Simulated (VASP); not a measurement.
# MgCd2Se (P4/nmm) in VASP: a series of runs

The runs below take MgCd2Se through single point, with PBE.

Program: VASP 6.6.1. These are calculated values, not measurements. Logs are shortened: lines on timing, memory, paths and dates and some standing lists are left out, and cuts for length are marked.

## 1. The cell of the first run

It takes space group P4/nmm (No. 129, tetragonal). Conventional cell: a = 3.928 Å, b = 3.928 Å, c = 12.098 Å, α = 90.00°, β = 90.00°, γ = 90.00°. Within 4.1 Å of Mg (site symmetry 4mm) lie 5 Se at 2.78 to 2.82 Å and 5 Cd at 3.53 to 3.82 Å and 8 Mg at 3.93 to 4.08 Å. Cd (site symmetry 4mm) has 1 Se at 2.78 Å and 9 Cd at 2.92 to 3.93 Å and 4 Mg at 3.82 Å within 4.0 Å. Within 4.0 Å of Cd (site symmetry 4mm) lie 13 Cd at 2.92 to 3.93 Å and 1 Mg at 3.53 Å. Within 4.0 Å of Se (site symmetry 4mm) lie 1 Cd at 2.78 Å and 5 Mg at 2.78 to 2.82 Å and 8 Se at 3.85 to 3.93 Å.

## 2. Single point, PBE

Input file INCAR:

```
  PREC = Accurate
  ENCUT = 520
  EDIFF = 1E-6
  ISMEAR = 0
  SIGMA = 0.1
  LREAL = False
  LASPH = True
  NELM = 60
  ALGO = Normal
  ISIF = 2
  LWAVE = False
  LCHARG = False
  GGA = PE
  NBANDS = 42
```

Input file KPOINTS:

```
regular mesh
0
Gamma
  8 8 4
```

Input file POSCAR:

```
MgCd2Se
1.0
    3.9280192543      0.0000000000      0.0000000000
    0.0000000000      3.9280192543      0.0000000000
    0.0000000000      0.0000000000     12.0975396276
Mg Cd Se
2 4 2
Direct
    0.0000000000      0.5000000000      0.8765651880
    0.5000000000      0.0000000000      0.1234348120
    0.0000000000      0.5000000000      0.3397502311
    0.5000000000      0.0000000000      0.6602497689
    0.5000000000      0.0000000000      0.4148928577
    0.0000000000      0.5000000000      0.5851071423
    0.0000000000      0.5000000000      0.1099186063
    0.5000000000      0.0000000000      0.8900813937
```

Potentials or basis: VASP PAW PBE potentials, release 64 (Mg, Cd, Se).

Run with:

```
cat potpaw_PBE.64/Mg/POTCAR potpaw_PBE.64/Cd/POTCAR potpaw_PBE.64/Se/POTCAR > POTCAR
mpirun -np 1 vasp_std > vasp.out
```

OUTCAR:

```text
PREC = Accurate
   ENCUT = 520
   EDIFF = 1E-6
   ISMEAR = 0
   LREAL = False
   LASPH = True
   NELM = 60
   ISIF = 2
   GGA = PE

 ion  position               nearest neighbor table
   1  0.000  0.500  0.877-   8 2.78   8 2.78   8 2.78   8 2.78   7 2.82   6 3.53
   2  0.500  0.000  0.123-   7 2.78   7 2.78   7 2.78   7 2.78   8 2.82   5 3.53
   3  0.000  0.500  0.340-   7 2.78   5 2.92   5 2.92   5 2.92   5 2.92   6 2.97
   4  0.500  0.000  0.660-   8 2.78   6 2.92   6 2.92   6 2.92   6 2.92   5 2.97
   5  0.500  0.000  0.415-   3 2.92   3 2.92   3 2.92   3 2.92   4 2.97   6 3.46   6 3.46   6 3.46
                             6 3.46   2 3.53
   6  0.000  0.500  0.585-   4 2.92   4 2.92   4 2.92   4 2.92   3 2.97   5 3.46   5 3.46   5 3.46
                             5 3.46   1 3.53
   7  0.000  0.500  0.110-   3 2.78   2 2.78   2 2.78   2 2.78   2 2.78   1 2.82
   8  0.500  0.000  0.890-   4 2.78   1 2.78   1 2.78   1 2.78   1 2.78   2 2.82

  LATTYP: Found a simple tetragonal cell.
 ALAT       =     3.9280192543
 C/A-ratio  =     3.0798066008

  Lattice vectors:

 A1 = (   3.9280192543,   0.0000000000,   0.0000000000)
 A2 = (   0.0000000000,   3.9280192543,   0.0000000000)
 A3 = (   0.0000000000,   0.0000000000,  12.0975396276)

Analysis of symmetry for initial positions (statically):
=====================================================================
 Subroutine PRICEL returns:
 Original cell was already a primitive cell.

 Routine SETGRP: Setting up the symmetry group for a
 simple tetragonal supercell.

 Subroutine GETGRP returns: Found 16 space group operations
 (whereof  8 operations were pure point group operations)
 out of a pool of 16 trial point group operations.

The static configuration has the point symmetry D_2d.
 The point group associated with its full space group is D_4h.

Analysis of symmetry for dynamics (positions and initial velocities):
=====================================================================
 Subroutine PRICEL returns:
 Original cell was already a primitive cell.

 Routine SETGRP: Setting up the symmetry group for a
 simple tetragonal supercell.

 Subroutine GETGRP returns: Found 16 space group operations
 (whereof  8 operations were pure point group operations)
 out of a pool of 16 trial point group operations.

The dynamic configuration has the point symmetry D_2d.
 The point group associated with its full space group is D_4h.

 Subroutine INISYM returns: Found 16 space group operations
 (whereof  8 operations are pure point group operations),
 and found     1 'primitive' translations

----------------------------------------------------------------------------------------

                                     Primitive cell

  volume of cell :     186.6570

  direct lattice vectors                    reciprocal lattice vectors
     3.928019254  0.000000000  0.000000000     0.254581237  0.000000000  0.000000000
     0.000000000  3.928019254  0.000000000     0.000000000  0.254581237  0.000000000
     0.000000000  0.000000000 12.097539628     0.000000000  0.000000000  0.082661436

  length of vectors
     3.928019254  3.928019254 12.097539628     0.254581237  0.254581237  0.082661436

  position of ions in fractional coordinates (direct lattice)
     0.000000000  0.500000000  0.876565188
     0.500000000  0.000000000  0.123434812
     0.000000000  0.500000000  0.339750231
     0.500000000  0.000000000  0.660249769
     0.500000000  0.000000000  0.414892858
     0.000000000  0.500000000  0.585107142
     0.000000000  0.500000000  0.109918606
     0.500000000  0.000000000  0.890081394

  ion indices of the primitive-cell ions
   primitive index   ion index
                 1           1
                 2           2
                 3           3
                 4           4
                 5           5
                 6           6
                 7           7
                 8           8

----------------------------------------------------------------------------------------

 KPOINTS: regular mesh

Automatic generation of k-mesh.
 Grid dimensions read from file:
 generate k-points for:    8    8    4

 Generating k-lattice:

  Cartesian coordinates                     Fractional coordinates (reciprocal lattice)
     0.031822655  0.000000000  0.000000000     0.125000000  0.000000000  0.000000000
     0.000000000  0.031822655  0.000000000     0.000000000  0.125000000  0.000000000
     0.000000000  0.000000000  0.020665359     0.000000000  0.000000000  0.250000000

  Length of vectors
     0.031822655  0.031822655  0.020665359

  Shift w.r.t. Gamma in fractional coordinates (k-lattice)
     0.000000000  0.000000000  0.000000000

 Subroutine IBZKPT returns following result:
 ===========================================

 Found     45 irreducible k-points:

 Following reciprocal coordinates:
            Coordinates               Weight
  0.000000  0.000000  0.000000      1.000000
  0.125000  0.000000  0.000000      4.000000
  0.250000  0.000000  0.000000      4.000000
  0.375000  0.000000  0.000000      4.000000
  0.500000  0.000000  0.000000      2.000000
  0.125000  0.125000  0.000000      4.000000
[... 16 lines left out ...]
  0.375000  0.125000  0.250000     16.000000
  0.500000  0.125000  0.250000      8.000000
 [... further k-points ...]
   k-points           NKPTS =     45   k-points in BZ     NKDIM =     45   number of bands    NBANDS=     42
   number of dos      NEDOS =    301   number of ions     NIONS =      8
   total plane-waves  NPLWV =  81000
   dimension x,y,z NGX =    30 NGY =   30 NGZ =   90
   dimension x,y,z NGXF=    60 NGYF=   60 NGZF=  180
   ions per type =               2   4   2
   NGX,Y,Z   is equivalent  to a cutoff of  12.70, 12.70, 12.37 a.u.
   NGXF,Y,Z  is equivalent  to a cutoff of  25.39, 25.39, 24.74 a.u.
 SYSTEM =  unknown system
   PREC   = accura    normal or accurate (medium, high low for compatibility)
   ISTART =      0    job   : 0-new  1-cont  2-samecut
   ICHARG =      2    charge: 1-file 2-atom 10-const
   ISPIN  =      1    spin polarized calculation?
   LNONCOLLINEAR =      F non collinear calculations
   LSORBIT =      F    spin-orbit coupling
   LASPH  =      T    aspherical Exc in radial PAW
   ENCUT  =  520.0 eV  38.22 Ry    6.18 a.u.   7.30  7.30 22.49*2*pi/ulx,y,z
   NELM   =     60;   NELMIN=  2; NELMDL= -5     # of ELM steps
   EDIFF  = 0.1E-05   stopping-criterion for ELM
   LREAL  =      F    real-space projection
   EDIFFG = 0.1E-04   stopping-criterion for IOM
   NSW    =      0    number of steps for IOM
   IBRION =     -1    ionic relax: 0-MD 1-quasi-New 2-CG
   NFREE  =      0    steps in history (QN), initial steepest desc. (CG)
   ISIF   =      2    stress and relaxation
   ISYM   =      2    0-nonsym 1-usesym 2-fastsym
   POTIM  = 0.5000    time-step for ionic-motion
   TEBEG  =    0.0;   TEEND  =   0.0 temperature during run
   PSTRESS=    0.0 pullay stress
   NELECT =      64.0000    total number of electrons
   NUPDOWN=      -1.0000    fix difference up-down
   EMIN   =  10.00;   EMAX   =-10.00  energy-range for DOS
   EFERMI =   0.00;   METHOD = LEGACY
   ISMEAR =     0;   SIGMA  =   0.10  broadening in eV -4-tet -1-fermi 0-gaus
   EFERMI_NEDOS =   21; number of points for ismear=-14 and -15
   IALGO  =     38    algorithm
   IMIX   =      4    mixing-type and parameters
     AMIX     =   0.40;   BMIX     =  1.00
     AMIX_MAG =   1.60;   BMIX_MAG =  1.00
  volume/ion in A,a.u.               =      23.33       157.45
  Fermi-wavevector in a.u.,A,eV,Ry     =   1.145830  2.165304 17.863438  1.312926
  Thomas-Fermi vector in A             =   2.282517
   LORBIT       =      0    0 simple, 1 ext, 2 COOP (PROOUT), +10 PAW based schemes
   GGA     = PE    functional components
   LHFCALC =     F    Hartree Fock is set to
   AEXX    =    0.0000 exact exchange contribution
   IVDW    =     0    specifies the selected vdW correction
   LEPSILON=     F    determine dielectric tensor
   LRPA    =     F    only Hartree local field effects (RPA)
 non-spin polarized calculation
 Gauss-broadening in eV      SIGMA  =   0.10
  energy-cutoff  :      520.00
  volume of cell :      186.66
 maximum number of plane-waves:      5068
 NGX is ok and might be reduce to    30
   NGX = 15   NGY = 15   NGZ = 45

 number of electron      64.0000029 magnetization

 Free energy of the ion-electron system (eV)
  ---------------------------------------------------
  ext. energy  EPLUGINS =         0.00000000
  ---------------------------------------------------
  free energy    TOTEN  =       -16.63254503 eV

  energy without entropy =      -16.62406528  energy(sigma->0) =      -16.62830515

 E-fermi :   3.1442     XC(G=0):  -9.7604

 val. band max:        3.1240001094   @ k =   0.0000   0.0000   0.5000
 cond. band min:       3.1593777673   @ k =   0.5000   0.5000   0.5000
 fundamental gap:      0.0353776580
 Fermi energy:         3.1442330702

 k-point     1 :       0.0000    0.0000    0.0000
  band No.  band energies     occupation
      1     -11.0484      2.00000
      2     -10.3816      2.00000
      3      -6.4139      2.00000
      4      -6.3987      2.00000
      5      -6.2919      2.00000
      6      -6.2449      2.00000
[... 34 lines left out ...]
     41       7.4032      0.00000
     42       8.1440      0.00000

 k-point     2 :       0.1250    0.0000    0.0000
  band No.  band energies     occupation
      1     -10.9800      2.00000
      2     -10.3508      2.00000
      3      -6.3934      2.00000
      4      -6.3484      2.00000
      5      -6.3244      2.00000
      6      -6.2093      2.00000
[... 979 lines left out ...]
     41       7.6598      0.00000
     42       8.2415      0.00000

 k-point    24 :       0.5000    0.1250    0.2500
  band No.  band energies     occupation
      1     -10.3064      2.00000
      2     -10.3064      2.00000
      3      -6.2765      2.00000
      4      -6.2765      2.00000
      5      -6.1805      2.00000
      6      -6.1805      2.00000
[... 34 lines left out ...]
     41       8.0591      0.00000
     42       8.0591      0.00000

 [... further k-points ...]

------------------------ aborting loop because EDIFF is reached ----------------------------------------

  FORCE on cell =-STRESS in cart. coord.  units (eV):
  Direction    XX          YY          ZZ          XY          YZ          ZX
  --------------------------------------------------------------------------------------
  -------------------------------------------------------------------------------------
  Total        0.1075053      0.1075053      0.1714107      0.0000000      0.0000000      0.0000000
  in kB        0.9227754      0.9227754      1.4713101      0.0000000      0.0000000      0.0000000
  external PRESSURE =       1.1056203 kB  Pullay stress =       0.0000000 kB

 VOLUME and BASIS-vectors are now :
 -----------------------------------------------------------------------------
  energy-cutoff  :      520.00
  volume of cell :      186.66
      direct lattice vectors                 reciprocal lattice vectors
     3.928019254  0.000000000  0.000000000     0.254581237  0.000000000  0.000000000
     0.000000000  3.928019254  0.000000000     0.000000000  0.254581237  0.000000000
     0.000000000  0.000000000 12.097539628     0.000000000  0.000000000  0.082661436

 POSITION                                       TOTAL-FORCE (eV/Angst)
 -----------------------------------------------------------------------------------
      0.00000      1.96401     10.60428         0.000000     -0.000000      0.006206
      1.96401      0.00000      1.49326         0.000000      0.000000     -0.006206
      0.00000      1.96401      4.11014         0.000000      0.000000     -0.007835
      1.96401      0.00000      7.98740         0.000000      0.000000      0.007835
      1.96401      0.00000      5.01918        -0.000000      0.000000      0.000903
      0.00000      1.96401      7.07836         0.000000      0.000000     -0.000903
      0.00000      1.96401      1.32974         0.000000     -0.000000     -0.019940
      1.96401      0.00000     10.76779         0.000000      0.000000      0.019940
 -----------------------------------------------------------------------------------
    total drift:                                0.000000      0.000000     -0.000000

  FREE ENERGIE OF THE ION-ELECTRON SYSTEM (eV)
  ---------------------------------------------------
  free  energy   TOTEN  =       -16.6325450259 eV

  energy  without entropy=      -16.6240652757  energy(sigma->0) =      -16.62830515
```

Wall time 5.4 min (1 thread of Intel Xeon Platinum 8488C (Sapphire Rapids), shared host); peak memory 0.46 GiB.

What came out:

- Free energy: -16.6325 eV
- Pressure: 0.1 GPa
- Largest force: 0.020 eV/Å
- Band gap on the k mesh: zero (bands 32 and 33 overlap by 1.56 eV)

Forces in eV/Å, atoms in the order of the input:
```
Mg   0.000  0.000  0.006
Mg   0.000  0.000 -0.006
Cd   0.000  0.000 -0.008
Cd   0.000  0.000  0.008
Cd   0.000  0.000  0.001
Cd   0.000  0.000 -0.001
Se   0.000  0.000 -0.020
Se   0.000  0.000  0.020
```

## 3. Single point, PBE (24.03 Å³/atom)

This run uses another cell than the first one, of 24.03 Å³/atom.

Input file INCAR:

```
PREC = Accurate
ENCUT = 520
EDIFF = 1E-7
ISMEAR = 0
SIGMA = 0.1
LREAL = F
LASPH = T
NELM = 100
ALGO = Normal
ISIF = 2
LWAVE = F
LCHARG = F
GGA = PE
NBANDS = 42
```

KPOINTS is that of step 2.

Input file POSCAR:

```
MgCd2Se
1.0
    3.9584367089      0.0000000000      0.0000000000
    0.0000000000      3.9584367089      0.0000000000
    0.0000000000      0.0000000000     12.2697039259
Mg Cd Se
2 4 2
Direct
    0.0000000000      0.5000000000      0.8836711978
    0.5000000000      0.0000000000      0.1163288022
    0.0000000000      0.5000000000      0.3421341949
    0.5000000000      0.0000000000      0.6578658051
    0.5000000000      0.0000000000      0.4133892388
    0.0000000000      0.5000000000      0.5866107612
    0.0000000000      0.5000000000      0.1112526269
    0.5000000000      0.0000000000      0.8887473731
```

Potentials or basis: VASP PAW PBE potentials, release 64 (Mg, Cd, Se).

Run with:

```
cat potpaw_PBE.64/Mg/POTCAR potpaw_PBE.64/Cd/POTCAR potpaw_PBE.64/Se/POTCAR > POTCAR
mpirun -np 1 vasp_std > vasp.out
```

It took 5.1 min on 1 thread of Intel Xeon Platinum 8488C (Sapphire Rapids), shared host; peak memory 0.48 GiB.

It converged, with:

```
Free energy            : -16.6207 eV
Pressure               : -0.8 GPa
Largest force          : 0.016 eV/Å
Band gap on the k mesh : zero (bands 32 and 33 overlap by 1.45 eV)
```

Forces on the atoms (eV/Å):
```
Mg   0.000  0.000  0.004
Mg   0.000  0.000 -0.004
Cd   0.000  0.000 -0.011
Cd   0.000  0.000  0.011
Cd   0.000  0.000  0.005
Cd   0.000  0.000 -0.005
Se   0.000  0.000 -0.016
Se   0.000  0.000  0.016
```

Stress tensor (GPa, compression positive):
```
-0.80  0.00  0.00
 0.00 -0.80  0.00
 0.00  0.00 -0.67
```

Levels at points of the mesh, in eV from the Fermi level:
| k point | band 30 | band 31 | band 32 | band 33 | band 34 | band 35 |
| --- | --- | --- | --- | --- | --- | --- |
| (0.00, 0.00, 0.00) | -2.27 | -1.29 | 0.65 | 1.50 | 2.24 | 2.24 |
| (0.50, 0.00, 0.00) | -2.42 | -2.32 | -2.32 | 1.71 | 1.71 | 2.45 |
| (0.50, 0.50, 0.00) | -1.86 | -1.69 | -1.69 | -0.11 | -0.11 | 0.23 |
| (0.00, 0.00, 0.50) | -2.27 | -0.07 | 0.16 | 0.70 | 2.30 | 2.30 |
| (0.50, 0.00, 0.50) | -2.32 | -1.85 | -1.85 | 0.98 | 0.98 | 3.03 |
| (0.50, 0.50, 0.50) | -1.75 | -1.58 | -1.58 | -0.77 | -0.77 | 0.02 |
